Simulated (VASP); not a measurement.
Here is a VASP 6.6.1 calculation.

INCAR

```
PREC = Accurate ; ENCUT = 520
EDIFF = 1E-6 ; ISMEAR = -1
SIGMA = 0.02 ; LREAL = F
LASPH = T ; NELM = 200
ALGO = Normal ; ISIF = 2
LWAVE = F ; LCHARG = F
ISPIN = 2 ; MAGMOM = 0 0 0 0 0 0 0 0 0 0 0 0.07 0 0 0 0 0.09 0 0 0.1 0 0 0.28
LORBIT = 11 ; GGA = PS
NELECT = 119.0 ; NBANDS = 82
GGA_COMPAT = F
```

The input KPOINTS:

```
regular mesh
0
Gamma
  2 2 2
```

POSCAR

```
Si8NO14
1.0
   -5.6578710000     -5.2657200000      0.0000000000
    4.5381290000     -5.2657200000      0.0000000000
    2.0996240000      2.2758520000      6.2331600000
Si O N
8 14 1
Direct
    0.7174313932      0.5772382639      0.2246881197
    0.9787723327      0.3456659082      0.6053284369
    0.9620614013      0.4225776125      0.0422564157
    0.2841744171      0.4532455936      0.4481017654
    0.2066133191      0.0929441374      0.2414637198
    0.4491294050      0.8366794038      0.5943436395
    0.3940333605      0.8241267688     -0.0042001168
    0.8057420673      0.9413180661      0.5157899043
    0.8202993650      0.7863054065      0.3493557040
    0.9559816764      0.1069713440      0.5985015626
    0.7576301629      0.5143113104      0.0225219632
    0.1276492598      0.5526288439      0.2303717537
   -0.0050188911      0.1977076738      0.1231662592
    0.7833133157      0.4164174811      0.4013777923
    0.1765982172      0.3978890516      0.5953594966
    0.9786933741      0.4381709941      0.8210538475
    0.3668997218      0.2575439531      0.3731866341
    0.4554089943      0.6056611158      0.5757883642
    0.4844027959      0.6348885162      0.1245835178
    0.2472533560      0.9270625613      0.4159254696
    0.6411944819      0.9265518853      0.5885995226
    0.4587183973      0.9010052586      0.8292134327
    0.2388327074     -0.0469673011      0.0498228828
```

Potentials or basis: VASP PAW PBE potentials, release 64 (Si, O, N).

The run is started by

```bash
$ cat potpaw_PBE.64/Si/POTCAR potpaw_PBE.64/O/POTCAR potpaw_PBE.64/N/POTCAR > POTCAR
$ mpirun -np 1 vasp_std > vasp.out
```

Problem. Estimate the largest force.

Solution. 0.136 eV/Å.

Problem. Predict the net moment.

Solution. 1.00 μB per cell.

Problem. What does it give for the site moments?

Solution. Si +0.00, -0.00, -0.01 (each value once); O -0.00, +0.01, +0.00, +0.02, +0.11, +0.03 (each value once); N +0.52 μB.

Forces in eV/Å, atoms in the order of the input:
```
Si   0.046  0.008 -0.014
Si  -0.031  0.043  0.028
Si   0.030 -0.014 -0.078
Si  -0.017 -0.049  0.073
Si  -0.100  0.067 -0.063
Si   0.013 -0.068  0.048
Si   0.114  0.025  0.015
Si   0.024 -0.003  0.034
O   -0.059  0.042 -0.061
O    0.027 -0.096  0.028
O   -0.006  0.007 -0.062
O    0.040 -0.042  0.007
O    0.041  0.028 -0.010
O   -0.017  0.017  0.023
O   -0.014 -0.030 -0.005
O    0.001  0.006  0.003
O   -0.058 -0.034  0.015
O   -0.043  0.018  0.012
O   -0.043  0.052  0.030
O    0.019  0.025 -0.002
O    0.028  0.042  0.003
O   -0.010 -0.036 -0.033
N    0.016 -0.009  0.008
```

Caveat: the k points lie up to 0.50 Å⁻¹ apart; the cell carries a net charge on a neutralising background, which shifts energy and pressure; the PAW data sets were made with another functional, which shifts forces and pressure a little.
